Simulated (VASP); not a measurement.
Mg: relaxation of shape and atoms at fixed volume with PBE

The system is Mg.

```
Mg
1.0
     3.07615    0.00000    0.00000
    -1.53808    2.66403    0.00000
     0.00000    0.00000    4.92360
Mg
2
Direct
  0.33333 0.66667 0.25000
  0.66667 0.33333 0.75000
```

```
Program                : VASP 6.6.1
Task                   : relaxation of shape and atoms at fixed volume
Functional             : PBE
Potentials or basis    : VASP PAW PBE potentials, release 64 (Mg)
Cutoff                 : 600 eV
k mesh                 : 15 × 15 × 8
Occupations            : gaussian, width 0.1 eV
Spin                   : no spin polarisation
Dipole correction      : no
Further INCAR settings : ALGO = Normal; EDIFF = 1e-06; IBRION = 2; EDIFFG = -0.01; NSW = 50; ISIF = 4
```

```json
{
  "Pressure after relaxing": "5.9 GPa",
  "Band gap on the k mesh": "zero (bands 2 and 3 overlap by 2.01 eV)"
}
```

Final structure:
```cif
data_structure
_symmetry_space_group_name_H-M 'P 1'
_symmetry_Int_Tables_number 1
_cell_length_a 3.0762
_cell_length_b 3.0762
_cell_length_c 4.9236
_cell_angle_alpha 90.000
_cell_angle_beta 90.000
_cell_angle_gamma 120.000
_cell_volume 40.35
loop_
_atom_site_label
_atom_site_type_symbol
_atom_site_fract_x
_atom_site_fract_y
_atom_site_fract_z
_atom_site_occupancy
Mg1 Mg 0.33333 0.66667 0.25000 1
Mg2 Mg 0.66667 0.33333 0.75000 1
```

Levels at points of the mesh, in eV from the Fermi level:
```
           k point  band 1  band 2  band 3  band 4  band 5
(0.00, 0.00, 0.00)   -7.50   -1.81   -1.09   11.55   11.55
(0.00, 0.00, 0.50)   -5.96   -5.96    5.67    5.67   12.33
```

Run time: 11 s on 1 thread of Intel(R) Xeon(R) 6975P-C (Granite Rapids), with other jobs on the host, peak memory 0.2 GiB.
